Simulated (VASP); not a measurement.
# Mg (Im-3m) in VASP: a series of runs, part 2 of 3

VASP 6.6.1. The steps go on from the part before.

**3. Single point, PBEsol**

INCAR reads:

```
SYSTEM = Mg
PREC = Accurate ; ENCUT = 520
EDIFF = 1E-7 ; ISMEAR = 0
SIGMA = 0.1 ; LREAL = .FALSE.
LASPH = .TRUE. ; NELM = 100
ALGO = Normal ; ISIF = 2
LWAVE = .FALSE. ; LCHARG = .FALSE.
GGA = PS ; NBANDS = 7
```

KPOINTS reads:

```
regular mesh
0
G
  20 20 20
  0 0 0
```

POSCAR reads:

```
Mg
1.0
   -1.7774002346      1.7774002346      1.7774002346
    1.7774002346     -1.7774002346      1.7774002346
    1.7774002346      1.7774002346     -1.7774002346
Mg
1
Direct
    0.0000000000      0.0000000000      0.0000000000
```

Potentials or basis: VASP PAW PBE potentials, release 64 (Mg).

Run with:

```bash
> cat potpaw_PBE.64/Mg/POTCAR > POTCAR
> mpirun -np 1 vasp_std > vasp.out
```

OUTCAR:

```text
SYSTEM = Mg
   PREC = Accurate
   ENCUT = 520
   EDIFF = 1E-7
   ISMEAR = 0
   LREAL = .FALSE.
   LASPH = .TRUE.
   NELM = 100
   ISIF = 2
   GGA = PS

 ion  position               nearest neighbor table
   1  0.000  0.000  0.000-

  LATTYP: Found a body centered cubic cell.
 ALAT       =     3.5548004692

  Lattice vectors:

 A1 = (  -1.7774002346,   1.7774002346,   1.7774002346)
 A2 = (   1.7774002346,  -1.7774002346,   1.7774002346)
 A3 = (   1.7774002346,   1.7774002346,  -1.7774002346)

Analysis of symmetry for initial positions (statically):
=====================================================================
 Subroutine PRICEL returns:
 Original cell was already a primitive cell.

 Routine SETGRP: Setting up the symmetry group for a
 body centered cubic supercell.

 Subroutine GETGRP returns: Found 48 space group operations
 (whereof 48 operations were pure point group operations)
 out of a pool of 48 trial point group operations.

The static configuration has the point symmetry O_h .

Analysis of symmetry for dynamics (positions and initial velocities):
=====================================================================
 Subroutine PRICEL returns:
 Original cell was already a primitive cell.

 Routine SETGRP: Setting up the symmetry group for a
 body centered cubic supercell.

 Subroutine GETGRP returns: Found 48 space group operations
 (whereof 48 operations were pure point group operations)
 out of a pool of 48 trial point group operations.

The dynamic configuration has the point symmetry O_h .

 Subroutine INISYM returns: Found 48 space group operations
 (whereof 48 operations are pure point group operations),
 and found     1 'primitive' translations

----------------------------------------------------------------------------------------

                                     Primitive cell

  volume of cell :      22.4603

  direct lattice vectors                    reciprocal lattice vectors
    -1.777400235  1.777400235  1.777400235     0.000000000  0.281309741  0.281309741
     1.777400235 -1.777400235  1.777400235     0.281309741  0.000000000  0.281309741
     1.777400235  1.777400235 -1.777400235     0.281309741  0.281309741  0.000000000

  length of vectors
     3.078547512  3.078547512  3.078547512     0.397832051  0.397832051  0.397832051

  position of ions in fractional coordinates (direct lattice)
     0.000000000  0.000000000  0.000000000

  ion indices of the primitive-cell ions
   primitive index   ion index
                 1           1

----------------------------------------------------------------------------------------

 KPOINTS: regular mesh

Automatic generation of k-mesh.
 Grid dimensions read from file:
 generate k-points for:   20   20   20

 Generating k-lattice:

  Cartesian coordinates                     Fractional coordinates (reciprocal lattice)
     0.000000000  0.014065487  0.014065487     0.050000000  0.000000000  0.000000000
     0.014065487  0.000000000  0.014065487     0.000000000  0.050000000  0.000000000
     0.014065487  0.014065487  0.000000000     0.000000000  0.000000000  0.050000000

  Length of vectors
     0.019891603  0.019891603  0.019891603

  Shift w.r.t. Gamma in fractional coordinates (k-lattice)
     0.000000000  0.000000000  0.000000000

 Subroutine IBZKPT returns following result:
 ===========================================

 Found    256 irreducible k-points:

 Following reciprocal coordinates:
            Coordinates               Weight
  0.000000  0.000000  0.000000      1.000000
  0.050000  0.000000  0.000000     12.000000
  0.100000  0.000000  0.000000     12.000000
  0.150000  0.000000  0.000000     12.000000
  0.200000  0.000000  0.000000     12.000000
  0.250000  0.000000  0.000000     12.000000
[... 16 lines left out ...]
  0.200000  0.100000  0.000000     48.000000
  0.250000  0.100000  0.000000     48.000000
 [... further k-points ...]
   k-points           NKPTS =    256   k-points in BZ     NKDIM =    256   number of bands    NBANDS=      7
   number of dos      NEDOS =    301   number of ions     NIONS =      1
   total plane-waves  NPLWV =  13824
   dimension x,y,z NGX =    24 NGY =   24 NGZ =   24
   dimension x,y,z NGXF=    48 NGYF=   48 NGZF=   48
   ions per type =               1
   NGX,Y,Z   is equivalent  to a cutoff of  12.96, 12.96, 12.96 a.u.
   NGXF,Y,Z  is equivalent  to a cutoff of  25.92, 25.92, 25.92 a.u.
 SYSTEM =  Mg
   PREC   = accura    normal or accurate (medium, high low for compatibility)
   ISTART =      0    job   : 0-new  1-cont  2-samecut
   ICHARG =      2    charge: 1-file 2-atom 10-const
   ISPIN  =      1    spin polarized calculation?
   LNONCOLLINEAR =      F non collinear calculations
   LSORBIT =      F    spin-orbit coupling
   LASPH  =      T    aspherical Exc in radial PAW
   ENCUT  =  520.0 eV  38.22 Ry    6.18 a.u.   5.72  5.72  5.72*2*pi/ulx,y,z
   NELM   =    100;   NELMIN=  2; NELMDL= -5     # of ELM steps
   EDIFF  = 0.1E-06   stopping-criterion for ELM
   LREAL  =      F    real-space projection
   EDIFFG = 0.1E-05   stopping-criterion for IOM
   NSW    =      0    number of steps for IOM
   IBRION =     -1    ionic relax: 0-MD 1-quasi-New 2-CG
   NFREE  =      0    steps in history (QN), initial steepest desc. (CG)
   ISIF   =      2    stress and relaxation
   ISYM   =      2    0-nonsym 1-usesym 2-fastsym
   POTIM  = 0.5000    time-step for ionic-motion
   TEBEG  =    0.0;   TEEND  =   0.0 temperature during run
   PSTRESS=    0.0 pullay stress
   NELECT =       2.0000    total number of electrons
   NUPDOWN=      -1.0000    fix difference up-down
   EMIN   =  10.00;   EMAX   =-10.00  energy-range for DOS
   EFERMI =   0.00;   METHOD = LEGACY
   ISMEAR =     0;   SIGMA  =   0.10  broadening in eV -4-tet -1-fermi 0-gaus
   EFERMI_NEDOS =   21; number of points for ismear=-14 and -15
   IALGO  =     38    algorithm
   IMIX   =      4    mixing-type and parameters
     AMIX     =   0.40;   BMIX     =  1.00
     AMIX_MAG =   1.60;   BMIX_MAG =  1.00
  volume/ion in A,a.u.               =      22.46       151.57
  Fermi-wavevector in a.u.,A,eV,Ry     =   0.731049  1.381482  7.271390  0.534432
  Thomas-Fermi vector in A             =   1.823169
   LORBIT       =      0    0 simple, 1 ext, 2 COOP (PROOUT), +10 PAW based schemes
   GGA     = PS    functional components
   LHFCALC =     F    Hartree Fock is set to
   AEXX    =    0.0000 exact exchange contribution
   IVDW    =     0    specifies the selected vdW correction
   LEPSILON=     F    determine dielectric tensor
   LRPA    =     F    only Hartree local field effects (RPA)
 non-spin polarized calculation
 Gauss-broadening in eV      SIGMA  =   0.10
  energy-cutoff  :      520.00
  volume of cell :       22.46
 maximum number of plane-waves:       620
   NGX = 11   NGY = 11   NGZ = 11

 number of electron       2.0000000 magnetization

 Free energy of the ion-electron system (eV)
  ---------------------------------------------------
  ext. energy  EPLUGINS =         0.00000000
  ---------------------------------------------------
  free energy    TOTEN  =        -1.69753112 eV

  energy without entropy =       -1.69560294  energy(sigma->0) =       -1.69656703

 E-fermi :   2.7638     XC(G=0):  -8.6056

 val. band max:        2.7593120829   @ k =  -0.4000  -0.4000   0.0500
 cond. band min:       2.7653204175   @ k =  -0.4000  -0.4500   0.0500
 fundamental gap:      0.0060083345
 Fermi energy:         2.7638272140

 k-point     1 :       0.0000    0.0000    0.0000
  band No.  band energies     occupation
      1      -4.3138      2.00000
      2      15.8671      0.00000
      3      15.8671      0.00000
      4      15.8671      0.00000
      5      17.9146      0.00000
      6      17.9146      0.00000
      7      18.1179      0.00000
[... 221 lines left out ...]
 k-point    24 :       0.2500    0.1000    0.0000
  band No.  band energies     occupation
      1      -2.0124      2.00000
      2       6.9939      0.00000
      3      10.2465      0.00000
      4      12.5536      0.00000
      5      14.8982      0.00000
      6      16.8987      0.00000
      7      18.6814      0.00000

 [... further k-points ...]

------------------------ aborting loop because EDIFF is reached ----------------------------------------

  FORCE on cell =-STRESS in cart. coord.  units (eV):
  Direction    XX          YY          ZZ          XY          YZ          ZX
  --------------------------------------------------------------------------------------
  -------------------------------------------------------------------------------------
  Total       -0.0067957     -0.0067957     -0.0067957      0.0000000     -0.0000000      0.0000000
  in kB       -0.4847594     -0.4847594     -0.4847594      0.0000000     -0.0000000      0.0000000
  external PRESSURE =      -0.4847594 kB  Pullay stress =       0.0000000 kB

 VOLUME and BASIS-vectors are now :
 -----------------------------------------------------------------------------
  energy-cutoff  :      520.00
  volume of cell :       22.46
      direct lattice vectors                 reciprocal lattice vectors
    -1.777400235  1.777400235  1.777400235     0.000000000  0.281309741  0.281309741
     1.777400235 -1.777400235  1.777400235     0.281309741  0.000000000  0.281309741
     1.777400235  1.777400235 -1.777400235     0.281309741  0.281309741  0.000000000

 POSITION                                       TOTAL-FORCE (eV/Angst)
 -----------------------------------------------------------------------------------
      0.00000      0.00000      0.00000        -0.000000      0.000000      0.000000
 -----------------------------------------------------------------------------------
    total drift:                                0.000000      0.000000     -0.000000

  FREE ENERGIE OF THE ION-ELECTRON SYSTEM (eV)
  ---------------------------------------------------
  free  energy   TOTEN  =        -1.6975311175 eV

  energy  without entropy=       -1.6956029410  energy(sigma->0) =       -1.69656703
```

OSZICAR:

```text
N       E                     dE             d eps       ncg     rms          rms(c)
DAV:   1    -0.936952555355E+00   -0.93695E+00   -0.76514E+02  3850   0.192E+02
DAV:   2    -0.170646089291E+01   -0.76951E+00   -0.74266E+00  4732   0.117E+01
DAV:   3    -0.170918163225E+01   -0.27207E-02   -0.27195E-02  4487   0.821E-01
DAV:   4    -0.170918698719E+01   -0.53549E-05   -0.53545E-05  5215   0.262E-02
DAV:   5    -0.170918700471E+01   -0.17524E-07   -0.17903E-07  4536   0.924E-04    0.683E-01
DAV:   6    -0.170298376119E+01    0.62032E-02   -0.34069E-04  4193   0.103E-01    0.435E-01
DAV:   7    -0.169752641569E+01    0.54573E-02   -0.14915E-03  3780   0.191E-01    0.229E-02
DAV:   8    -0.169753104958E+01   -0.46339E-05   -0.11881E-05  5516   0.202E-02    0.535E-03
DAV:   9    -0.169753111752E+01   -0.67940E-07   -0.54557E-07  3913   0.281E-03
   1 F= -.16975311E+01 E0= -.16965670E+01  d E =-.192818E-02
```

stdout:

```text
POSCAR found type information on POSCAR Mg
 POSCAR found :  1 types and       1 ions
 scaLAPACK will be used
 -----------------------------------------------------------------------------
|                                                                             |
|                                                                             |
|     You enforced a specific xc type in the INCAR file but a different       |
|     I HOPE YOU KNOW WHAT YOU ARE DOING!                                     |
|                                                                             |
 -----------------------------------------------------------------------------

 LDA part: xc-table for (Slater+PW92), standard interpolation
 POSCAR, INCAR and KPOINTS ok, starting setup
 FFT: planning ... GRIDC
 FFT: planning ... GRID_SOFT
 FFT: planning ... GRID
 WAVECAR not read
 entering main loop
```

It took 29 s on 1 thread of Intel Xeon 8259CL, shared host; peak memory 0.17 GiB.

What came out:

| Item | Value |
| --- | --- |
| Free energy | -1.6975 eV |
| Pressure | 0.0 GPa |
| Band gap on the k mesh | zero (bands 1 and 2 overlap by 4.82 eV) |

Caveat: the PAW data sets were made with another functional, which shifts forces and pressure a little.

**4. Relaxation of cell and atoms, PBEsol, target pressure 100 GPa, at which the enthalpy is minimised**

This run uses another cell than the first one, of 11.14 Å³/atom.

INCAR reads:

```
ALGO     = Normal         # electronic algorithm
EDIFF    = 1E-6           # SCF threshold, eV
EDIFFG   = -0.004         # ionic threshold
ENCUT    = 600            # plane-wave cutoff, eV
GGA      = PS             # functional
IBRION   = 2              # ionic algorithm
ISIF     = 3              # what is computed and relaxed
ISMEAR   = 0              # smearing method
LASPH    = True           # aspherical terms in the spheres
LCHARG   = False          # write CHGCAR
LREAL    = False          # projectors in reciprocal space
LWAVE    = False          # write WAVECAR
NELM     = 100            # most SCF steps
NSW      = 70             # ionic steps
PREC     = Accurate       # precision mode
PSTRESS  = 1000.0       
SIGMA    = 0.1            # smearing width, eV
```

KPOINTS reads:

```
k-points
0
Gamma
  20 20 20
```

POSCAR reads:

```
Mg
1.0
   -1.4067849323      1.4067849323      1.4067849323
    1.4067849323     -1.4067849323      1.4067849323
    1.4067849323      1.4067849323     -1.4067849323
Mg
1
Direct
    0.0000000000      0.0000000000      0.0000000000
```

Potentials or basis: VASP PAW PBE potentials, release 64 (Mg).

Run with:

```bash
> cat potpaw_PBE.64/Mg/POTCAR > POTCAR
> mpirun -np 1 vasp_std > vasp.out
```

OUTCAR:

```text
EDIFF = 1E-6
   EDIFFG = -0.004
   ENCUT = 600
   GGA = PS
   IBRION = 2
   ISIF = 3
   ISMEAR = 0
   LASPH = True
   LREAL = False
   NELM = 100
   NSW = 70
   PREC = Accurate
   PSTRESS = 1000.0

 ion  position               nearest neighbor table
   1  0.000  0.000  0.000-

  LATTYP: Found a body centered cubic cell.
 ALAT       =     2.8135698646

  Lattice vectors:

 A1 = (  -1.4067849323,   1.4067849323,   1.4067849323)
 A2 = (   1.4067849323,  -1.4067849323,   1.4067849323)
 A3 = (   1.4067849323,   1.4067849323,  -1.4067849323)

Analysis of symmetry for initial positions (statically):
=====================================================================
 Subroutine PRICEL returns:
 Original cell was already a primitive cell.

 Routine SETGRP: Setting up the symmetry group for a
 body centered cubic supercell.

 Subroutine GETGRP returns: Found 48 space group operations
 (whereof 48 operations were pure point group operations)
 out of a pool of 48 trial point group operations.

The static configuration has the point symmetry O_h .

Analysis of symmetry for dynamics (positions and initial velocities):
=====================================================================
 Subroutine PRICEL returns:
 Original cell was already a primitive cell.

 Routine SETGRP: Setting up the symmetry group for a
 body centered cubic supercell.

 Subroutine GETGRP returns: Found 48 space group operations
 (whereof 48 operations were pure point group operations)
 out of a pool of 48 trial point group operations.

The dynamic configuration has the point symmetry O_h .

[... 118 lines left out ...]
  Fermi-wavevector in a.u.,A,eV,Ry     =   0.923642  1.745431 11.607334  0.853115
  Thomas-Fermi vector in A             =   2.049301
   LORBIT       =      0    0 simple, 1 ext, 2 COOP (PROOUT), +10 PAW based schemes
   GGA     = PS    functional components
   LHFCALC =     F    Hartree Fock is set to
   AEXX    =    0.0000 exact exchange contribution
   IVDW    =     0    specifies the selected vdW correction
   LEPSILON=     F    determine dielectric tensor
   LRPA    =     F    only Hartree local field effects (RPA)
 conjugate gradient relaxation of ions
 non-spin polarized calculation
 Gauss-broadening in eV      SIGMA  =   0.10
  energy-cutoff  :      600.00
  volume of cell :       11.14
 maximum number of plane-waves:       386
   NGX =  9   NGY =  9   NGZ =  9

--------------------------------------- Ionic step        1  -------------------------------------------

 number of electron       2.0000000 magnetization

 Free energy of the ion-electron system (eV)
  ---------------------------------------------------
  ext. energy  EPLUGINS =         0.00000000
  ---------------------------------------------------
  free energy    TOTEN  =         0.33270629 eV

  energy without entropy =        0.33367955  energy(sigma->0) =        0.33319292

------------------------ aborting loop because EDIFF is reached ----------------------------------------

  FORCE on cell =-STRESS in cart. coord.  units (eV):
  Direction    XX          YY          ZZ          XY          YZ          ZX
  --------------------------------------------------------------------------------------
  -------------------------------------------------------------------------------------
  Total        7.1383983      7.1383983      7.1383983      0.0000000      0.0000000     -0.0000000
  in kB     1026.9947988   1026.9947988   1026.9947988      0.0000000      0.0000000     -0.0000000
  external PRESSURE =      26.9947988 kB  Pullay stress =    1000.0000000 kB
[... 61 lines left out ...]
--------------------------------------- Ionic step        3  -------------------------------------------

 number of electron       2.0000000 magnetization

 Free energy of the ion-electron system (eV)
  ---------------------------------------------------
  ext. energy  EPLUGINS =         0.00000000
  ---------------------------------------------------
  free energy    TOTEN  =         0.27672882 eV

  energy without entropy =        0.27769585  energy(sigma->0) =        0.27721233

 E-fermi :   7.7533     XC(G=0): -11.1353

 val. band max:        7.6997305944   @ k =   0.3000   0.2500   0.1500
 cond. band min:       7.7681924561   @ k =  -0.3500  -0.3500   0.0500
 fundamental gap:      0.0684618617
 Fermi energy:         7.7532584835

 k-point     1 :       0.0000    0.0000    0.0000
  band No.  band energies     occupation
      1      -2.8744      2.00000
      2      26.3522      0.00000
      3      26.3522      0.00000
      4      26.3522      0.00000
      5      29.3500      0.00000
[... 177 lines left out ...]
 k-point    24 :       0.2500    0.1000    0.0000
  band No.  band energies     occupation
      1       0.7308      2.00000
      2      13.7997      0.00000
      3      18.5294      0.00000
      4      24.2786      0.00000
      5      25.7873      0.00000

 [... further k-points ...]

------------------------ aborting loop because EDIFF is reached ----------------------------------------

  FORCE on cell =-STRESS in cart. coord.  units (eV):
  Direction    XX          YY          ZZ          XY          YZ          ZX
  --------------------------------------------------------------------------------------
  -------------------------------------------------------------------------------------
  Total        7.0052360      7.0052360      7.0052360      0.0000000      0.0000000      0.0000000
  in kB      999.8901476    999.8901476    999.8901476      0.0000000      0.0000000      0.0000000
  external PRESSURE =      -0.1098524 kB  Pullay stress =    1000.0000000 kB
[... 20 lines left out ...]
  energy  without entropy=        0.2776958487  energy(sigma->0) =        0.27721233

  enthalpy is  TOTEN    =         7.2827344331 eV   P V=        7.0060056173

 reached required accuracy - stopping structural energy minimisation
```

CONTCAR:

```text
Mg
   1.00000000000000
    -1.4105019495304905    1.4105019495304905    1.4105019495304905
     1.4105019495304905   -1.4105019495304905    1.4105019495304905
     1.4105019495304905    1.4105019495304905   -1.4105019495304905
  Mg
     1
Direct
     0.0000000000000000    0.0000000000000000    0.0000000000000000

  0.00000000E+00  0.00000000E+00  0.00000000E+00
```

It took 36 s on 1 thread of Intel Xeon 8259CL, shared host; peak memory 0.15 GiB.

Results:

| Item | Value |
| --- | --- |
| Free energy | 0.2767 eV |
| Relaxed volume | 11.22 Å³/atom |
| Relaxed cell | a = 2.443 Å, b = 2.443 Å, c = 2.443 Å, α = 109.47°, β = 109.47°, γ = 109.47° |
| Space group after relaxing (to 0.1 Å) | Im-3m (No. 229) |
| Energy change on relaxing (the run minimises the enthalpy) | -56.0 meV/atom |
| Ionic steps | 3 |
| Pressure after relaxing | 100.0 GPa |
| Band gap on the k mesh | zero (bands 1 and 2 overlap by 4.73 eV) |

The path:
```csv
step,energy change (eV),largest force (eV/Å),pressure (GPa),volume (Å³)
1,0.0000,0.0000,102.70,11.14
2,-0.1869,0.0000,93.70,11.44
3,-0.0560,0.0000,99.99,11.22
```

Final structure:
```yaml
crystal:
  lattice:
    - [-1.41050, 1.41050, 1.41050]
    - [1.41050, -1.41050, 1.41050]
    - [1.41050, 1.41050, -1.41050]
  atoms:
    - { symbol: Mg, position: [0.00000, 0.00000, 0.00000] }
```

Levels at points of the mesh, in eV from the Fermi level:
| k point | band 1 | band 2 | band 3 | band 4 | band 5 |
| --- | --- | --- | --- | --- | --- |
| (0.00, 0.00, 0.00) | -10.63 | 18.60 | 18.60 | 18.60 | 21.60 |
| (0.50, 0.00, 0.00) | -2.49 | -0.99 | 11.37 | 15.88 | 16.89 |
| (0.50, 0.50, 0.50) | 3.74 | 3.74 | 6.93 | 6.93 | 6.93 |

Caveat: the cell is relaxed towards a set pressure, so the run minimises the enthalpy, not the energy; the PAW data sets were made with another functional, which shifts forces and pressure a little.

(Part 2 of 3 ends here.)
